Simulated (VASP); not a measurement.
# Ta3N5 (Cmcm) in VASP: single point with PBEsol

Aim: the single point of Ta3N5 with PBEsol.

Program: VASP 6.6.1. These are calculated values, not measurements. Logs are shortened: lines on timing, memory, paths and dates and some standing lists are left out, and cuts for length are marked.

### 1 The cell of the first run

The structure is orthorhombic, space group Cmcm (No. 63). The conventional cell has a = 3.939 Å, b = 10.420 Å, c = 10.473 Å, α = 90.00°, β = 90.00°, γ = 90.00°. Ta (site symmetry m2m) has 6 N at 2.08 to 2.16 Å within 2.8 Å. Ta (site symmetry m) has 6 N at 1.98 to 2.29 Å within 2.6 Å. N (site symmetry m2m) has 4 Ta at 2.08 to 2.28 Å and 4 N at 2.73 Å within 2.8 Å. Within 2.8 Å of N (site symmetry m) lie 3 Ta at 1.98 to 2.10 Å and 3 N at 2.65 to 2.77 Å. N (site symmetry m) has 4 Ta at 2.07 to 2.29 Å and 5 N at 2.73 to 2.78 Å within 2.8 Å.

### 2 Single point, PBEsol (13.43 Å³/atom)

INCAR reads:

```
ALGO     = Normal         # electronic algorithm
EDIFF    = 1E-6           # SCF threshold, eV
ENCUT    = 520            # plane-wave cutoff, eV
GGA      = PS             # functional
ISIF     = 2              # what is computed and relaxed
ISMEAR   = 0              # smearing method
LASPH    = True           # aspherical terms in the spheres
LCHARG   = True           # write CHGCAR
LELF     = True           # ELF
LREAL    = Auto         
LVHAR    = True         
LWAVE    = False          # write WAVECAR
NBANDS   = 72             # bands
NELM     = 60             # most SCF steps
PREC     = Accurate       # precision mode
SIGMA    = 0.02           # smearing width, eV
```

KPOINTS reads:

```
k-points
0
Gamma
  8 8 4
```

POSCAR reads:

```
Ta3N5
1.0
    1.9695907693     -5.2101786545      0.0000000000
    1.9695907693      5.2101786545      0.0000000000
    0.0000000000      0.0000000000     10.4733994483
Ta N
6 10
Direct
    0.8016573340      0.1983426660      0.2500000000
    0.1983426660      0.8016573340      0.7500000000
    0.8668674254      0.1331325746      0.5583845210
    0.1331325746      0.8668674254      0.0583845210
    0.1331325746      0.8668674254      0.4416154790
    0.8668674254      0.1331325746      0.9416154790
    0.2374428988      0.7625571012      0.2500000000
    0.7625571012      0.2374428988      0.7500000000
    0.9529240256      0.0470759744      0.1176446521
    0.0470759744      0.9529240256      0.6176446521
    0.0470759744      0.9529240256      0.8823553479
    0.9529240256      0.0470759744      0.3823553479
    0.6929322251      0.3070677749      0.0748994511
    0.3070677749      0.6929322251      0.5748994511
    0.3070677749      0.6929322251      0.9251005489
    0.6929322251      0.3070677749      0.4251005489
```

Potentials or basis: VASP PAW PBE potentials, release 64 (Ta_pv, N).

On the command line:

```console
cat potpaw_PBE.64/Ta_pv/POTCAR potpaw_PBE.64/N/POTCAR > POTCAR
mpirun -np 1 vasp_std > vasp.out
```

OUTCAR:

```text
EDIFF = 1E-6
   ENCUT = 520
   GGA = PS
   ISIF = 2
   ISMEAR = 0
   LASPH = True
   LREAL = Auto
   NELM = 60
   PREC = Accurate

 ion  position               nearest neighbor table
   1  0.802  0.198  0.250-   7 2.08   7 2.08  12 2.10   9 2.10  16 2.16  13 2.16   6 3.30   3 3.30
                             4 3.32   4 3.32   5 3.32   5 3.32
   2  0.198  0.802  0.750-   8 2.08   8 2.08  11 2.10  10 2.10  15 2.16  14 2.16   5 3.30   4 3.30
                             3 3.32   3 3.32   6 3.32   6 3.32
   3  0.867  0.133  0.558-  10 1.98  12 2.05  14 2.07  14 2.07   8 2.28  16 2.29   5 3.03   1 3.30
                             2 3.32   2 3.32   5 3.36   5 3.36
   4  0.133  0.867  0.058-   9 1.98  11 2.05  13 2.07  13 2.07   7 2.28  15 2.29   6 3.03   2 3.30
                             1 3.32   1 3.32   6 3.36   6 3.36
   5  0.133  0.867  0.442-  12 1.98  10 2.05  16 2.07  16 2.07   7 2.28  14 2.29   3 3.03   2 3.30
                             1 3.32   1 3.32   3 3.36   3 3.36
   6  0.867  0.133  0.942-  11 1.98   9 2.05  15 2.07  15 2.07   8 2.28  13 2.29   4 3.03   1 3.30
                             2 3.32   2 3.32   4 3.36   4 3.36
   7  0.237  0.763  0.250-   1 2.08   1 2.08   5 2.28   4 2.28
   8  0.763  0.237  0.750-   2 2.08   2 2.08   6 2.28   3 2.28
   9  0.953  0.047  0.118-   4 1.98   6 2.05   1 2.10
  10  0.047  0.953  0.618-   3 1.98   5 2.05   2 2.10
  11  0.047  0.953  0.882-   6 1.98   4 2.05   2 2.10
  12  0.953  0.047  0.382-   5 1.98   3 2.05   1 2.10
  13  0.693  0.307  0.075-   4 2.07   4 2.07   1 2.16   6 2.29
  14  0.307  0.693  0.575-   3 2.07   3 2.07   2 2.16   5 2.29
  15  0.307  0.693  0.925-   6 2.07   6 2.07   2 2.16   4 2.29
  16  0.693  0.307  0.425-   5 2.07   5 2.07   1 2.16   3 2.29

  LATTYP: Found a base centered orthorhombic cell.
 ALAT       =     3.9391815386
 B/A-ratio  =     2.6453102521
 C/A-ratio  =     2.6587755212

  Lattice vectors:

 A1 = (   1.9695907693,  -5.2101786545,   0.0000000000)
 A2 = (   1.9695907693,   5.2101786545,   0.0000000000)
 A3 = (   0.0000000000,   0.0000000000,  10.4733994483)

Analysis of symmetry for initial positions (statically):
=====================================================================
 Subroutine PRICEL returns:
 Original cell was already a primitive cell.

 Routine SETGRP: Setting up the symmetry group for a
 base centered orthorhombic supercell.

 Subroutine GETGRP returns: Found  8 space group operations
 (whereof  4 operations were pure point group operations)
 out of a pool of  8 trial point group operations.

The static configuration has the point symmetry C_2h.
 The point group associated with its full space group is D_2h.

Analysis of symmetry for dynamics (positions and initial velocities):
=====================================================================
 Subroutine PRICEL returns:
 Original cell was already a primitive cell.

 Routine SETGRP: Setting up the symmetry group for a
 base centered orthorhombic supercell.

 Subroutine GETGRP returns: Found  8 space group operations
 (whereof  4 operations were pure point group operations)
 out of a pool of  8 trial point group operations.

The dynamic configuration has the point symmetry C_2h.
 The point group associated with its full space group is D_2h.

 Subroutine INISYM returns: Found  8 space group operations
 (whereof  4 operations are pure point group operations),
 and found     1 'primitive' translations

----------------------------------------------------------------------------------------

                                     Primitive cell

  volume of cell :     214.9544

  direct lattice vectors                    reciprocal lattice vectors
     1.969590769 -5.210178654  0.000000000     0.253859841 -0.095965999  0.000000000
     1.969590769  5.210178654  0.000000000     0.253859841  0.095965999  0.000000000
     0.000000000  0.000000000 10.473399448     0.000000000  0.000000000  0.095479983

  length of vectors
     5.570031365  5.570031365 10.473399448     0.271393242  0.271393242  0.095479983

  position of ions in fractional coordinates (direct lattice)
     0.801657334  0.198342666  0.250000000
     0.198342666  0.801657334  0.750000000
     0.866867425  0.133132575  0.558384521
     0.133132575  0.866867425  0.058384521
     0.133132575  0.866867425  0.441615479
     0.866867425  0.133132575  0.941615479
[... 8 lines left out ...]
     0.307067775  0.692932225  0.925100549
     0.692932225  0.307067775  0.425100549

  ion indices of the primitive-cell ions
   primitive index   ion index
                 1           1
                 2           2
                 3           3
                 4           4
                 5           5
                 6           6
[... 8 lines left out ...]
                15          15
                16          16

----------------------------------------------------------------------------------------

 KPOINTS: k-points

Automatic generation of k-mesh.
 Grid dimensions read from file:
 generate k-points for:    8    8    4

 Generating k-lattice:

  Cartesian coordinates                     Fractional coordinates (reciprocal lattice)
     0.031732480 -0.011995750  0.000000000     0.125000000  0.000000000  0.000000000
     0.031732480  0.011995750  0.000000000     0.000000000  0.125000000  0.000000000
     0.000000000  0.000000000  0.023869996     0.000000000  0.000000000  0.250000000

  Length of vectors
     0.033924155  0.033924155  0.023869996

  Shift w.r.t. Gamma in fractional coordinates (k-lattice)
     0.000000000  0.000000000  0.000000000

 Subroutine IBZKPT returns following result:
 ===========================================

 Found     63 irreducible k-points:

 Following reciprocal coordinates:
            Coordinates               Weight
  0.000000  0.000000  0.000000      1.000000
  0.125000  0.000000  0.000000      4.000000
  0.250000  0.000000  0.000000      4.000000
  0.375000  0.000000  0.000000      4.000000
  0.500000  0.000000  0.000000      2.000000
  0.125000  0.125000  0.000000      2.000000
[... 16 lines left out ...]
  0.125000  0.000000  0.250000      8.000000
  0.250000  0.000000  0.250000      8.000000
 [... further k-points ...]
   k-points           NKPTS =     63   k-points in BZ     NKDIM =     63   number of bands    NBANDS=     72
   number of dos      NEDOS =    301   number of ions     NIONS =     16
   total plane-waves  NPLWV = 141120
   dimension x,y,z NGX =    42 NGY =   42 NGZ =   80
   dimension x,y,z NGXF=    84 NGYF=   84 NGZF=  160
   ions per type =               6  10
   NGX,Y,Z   is equivalent  to a cutoff of  12.54, 12.54, 12.70 a.u.
   NGXF,Y,Z  is equivalent  to a cutoff of  25.07, 25.07, 25.40 a.u.
 SYSTEM =  unknown system
   PREC   = accura    normal or accurate (medium, high low for compatibility)
   ISTART =      0    job   : 0-new  1-cont  2-samecut
   ICHARG =      2    charge: 1-file 2-atom 10-const
   ISPIN  =      1    spin polarized calculation?
   LNONCOLLINEAR =      F non collinear calculations
   LSORBIT =      F    spin-orbit coupling
   LASPH  =      T    aspherical Exc in radial PAW
   ENCUT  =  520.0 eV  38.22 Ry    6.18 a.u.  10.36 10.36 19.47*2*pi/ulx,y,z
   NELM   =     60;   NELMIN=  2; NELMDL= -5     # of ELM steps
   EDIFF  = 0.1E-05   stopping-criterion for ELM
   LREAL  =      T    real-space projection
   EDIFFG = 0.1E-04   stopping-criterion for IOM
   NSW    =      0    number of steps for IOM
   IBRION =     -1    ionic relax: 0-MD 1-quasi-New 2-CG
   NFREE  =      0    steps in history (QN), initial steepest desc. (CG)
   ISIF   =      2    stress and relaxation
   ISYM   =      2    0-nonsym 1-usesym 2-fastsym
   POTIM  = 0.5000    time-step for ionic-motion
   TEBEG  =    0.0;   TEEND  =   0.0 temperature during run
   PSTRESS=    0.0 pullay stress
   NELECT =     116.0000    total number of electrons
   NUPDOWN=      -1.0000    fix difference up-down
   EMIN   =  10.00;   EMAX   =-10.00  energy-range for DOS
   EFERMI =   0.00;   METHOD = LEGACY
   ISMEAR =     0;   SIGMA  =   0.02  broadening in eV -4-tet -1-fermi 0-gaus
   EFERMI_NEDOS =   21; number of points for ismear=-14 and -15
   IALGO  =     38    algorithm
   IMIX   =      4    mixing-type and parameters
     AMIX     =   0.40;   BMIX     =  1.00
     AMIX_MAG =   1.60;   BMIX_MAG =  1.00
  volume/ion in A,a.u.               =      13.43        90.66
  Fermi-wavevector in a.u.,A,eV,Ry     =   1.332842  2.518707 24.170319  1.776468
  Thomas-Fermi vector in A             =   2.461746
   LORBIT       =      0    0 simple, 1 ext, 2 COOP (PROOUT), +10 PAW based schemes
   GGA     = PS    functional components
   LHFCALC =     F    Hartree Fock is set to
   AEXX    =    0.0000 exact exchange contribution
   IVDW    =     0    specifies the selected vdW correction
   LEPSILON=     F    determine dielectric tensor
   LRPA    =     F    only Hartree local field effects (RPA)
 non-spin polarized calculation
 Gauss-broadening in eV      SIGMA  =   0.02
  energy-cutoff  :      520.00
  volume of cell :      214.95
 maximum number of plane-waves:      5831
 NGX is ok and might be reduce to    42
   NGX = 21   NGY = 21   NGZ = 39

 number of electron     115.9999998 magnetization

 Free energy of the ion-electron system (eV)
  ---------------------------------------------------
  ext. energy  EPLUGINS =         0.00000000
  ---------------------------------------------------
  free energy    TOTEN  =      -178.96345586 eV

  energy without entropy =     -178.96345586  energy(sigma->0) =     -178.96345586

 E-fermi :   3.5465     XC(G=0): -11.1690

 val. band max:        3.3537996440   @ k =   0.1250   0.1250   0.0000
 cond. band min:       4.5236031697   @ k =   0.5000   0.5000   0.0000
 fundamental gap:      1.1698035257
 Fermi energy:         3.5464621547

 k-point     1 :       0.0000    0.0000    0.0000
  band No.  band energies     occupation
      1     -31.5673      2.00000
      2     -31.5526      2.00000
      3     -31.5307      2.00000
      4     -31.4377      2.00000
      5     -31.4317      2.00000
      6     -31.4302      2.00000
[... 62 lines left out ...]
     69       7.0136      0.00000
     70       7.1953      0.00000
[... 1677 lines left out ...]
     69       6.8312      0.00000
     70       6.9234      0.00000

 [... further k-points ...]

 [bands above 70 left out]

------------------------ aborting loop because EDIFF is reached ----------------------------------------

  FORCE on cell =-STRESS in cart. coord.  units (eV):
  Direction    XX          YY          ZZ          XY          YZ          ZX
  --------------------------------------------------------------------------------------
  -------------------------------------------------------------------------------------
  Total      -16.7530238    -16.5354582    -16.7158643      0.0000000      0.0000000      0.0000000
  in kB     -124.8698267   -123.2481865   -124.5928558      0.0000000      0.0000000      0.0000000
  external PRESSURE =    -124.2369563 kB  Pullay stress =       0.0000000 kB

 VOLUME and BASIS-vectors are now :
 -----------------------------------------------------------------------------
  energy-cutoff  :      520.00
  volume of cell :      214.95
      direct lattice vectors                 reciprocal lattice vectors
     1.969590769 -5.210178654  0.000000000     0.253859841 -0.095965999  0.000000000
     1.969590769  5.210178654  0.000000000     0.253859841  0.095965999  0.000000000
     0.000000000  0.000000000 10.473399448     0.000000000  0.000000000  0.095479983

 POSITION                                       TOTAL-FORCE (eV/Angst)
 -----------------------------------------------------------------------------------
      1.96959     -3.14338      2.61835         0.000000      0.004495      0.000000
      1.96959      3.14338      7.85505         0.000000     -0.004495      0.000000
      1.96959     -3.82289      5.84818         0.000000      0.036494      0.012073
      1.96959      3.82289      0.61148         0.000000     -0.036494      0.012073
      1.96959      3.82289      4.62522         0.000000     -0.036494     -0.012073
      1.96959     -3.82289      9.86192         0.000000      0.036494     -0.012073
[... 8 lines left out ...]
      1.96959      2.01042      9.68895         0.000000     -0.011451      0.006090
      1.96959     -2.01042      4.45225         0.000000      0.011451      0.006090
 -----------------------------------------------------------------------------------
    total drift:                               -0.000000      0.000000      0.000000

  FREE ENERGIE OF THE ION-ELECTRON SYSTEM (eV)
  ---------------------------------------------------
  free  energy   TOTEN  =      -178.9634558573 eV

  energy  without entropy=     -178.9634558573  energy(sigma->0) =     -178.96345586
```

Wall time 60 min (1 thread of Oxide Virtual Turin-like, shared host); peak memory 0.72 GiB.

Results:

- Free energy: -178.9635 eV
- Pressure: -12.4 GPa
- Largest force: 0.047 eV/Å
- Band gap on the k mesh: 1.17 eV (least direct gap 1.38 eV)

Forces on the atoms (eV/Å):
```
Ta   0.000  0.004  0.000
Ta   0.000 -0.004  0.000
Ta   0.000  0.036  0.012
Ta   0.000 -0.036  0.012
Ta   0.000 -0.036 -0.012
Ta   0.000  0.036 -0.012
N    0.000  0.001  0.000
N    0.000 -0.001  0.000
N    0.000  0.017  0.044
N    0.000 -0.017  0.044
N    0.000 -0.017 -0.044
N    0.000  0.017 -0.044
N    0.000  0.011 -0.006
N    0.000 -0.011 -0.006
N    0.000 -0.011  0.006
N    0.000  0.011  0.006
```

Levels at points of the mesh, in eV from the valence-band top:
| k point | band 56 | band 57 | band 58 | band 59 | band 60 | band 61 |
| --- | --- | --- | --- | --- | --- | --- |
| (0.00, 0.00, 0.00) | -0.49 | -0.31 | -0.02 | 1.42 | 1.65 | 2.01 |
| (0.50, 0.00, 0.00) | -1.00 | -0.62 | -0.40 | 1.69 | 1.73 | 2.49 |
| (0.50, 0.50, 0.00) | -0.89 | -0.86 | -0.28 | 1.17 | 1.74 | 2.23 |
| (0.00, 0.00, 0.50) | -0.68 | -0.56 | -0.56 | 1.56 | 1.56 | 2.36 |
| (0.50, 0.00, 0.50) | -0.74 | -0.52 | -0.52 | 1.86 | 1.86 | 2.55 |
| (0.50, 0.50, 0.50) | -1.15 | -0.55 | -0.55 | 1.49 | 1.49 | 2.54 |

Caveat: the cell stands under tension; the PAW data sets were made with another functional, which shifts forces and pressure a little; spin-orbit coupling is left out, which moves the levels of the heavy elements. A k mesh can miss the band edges.
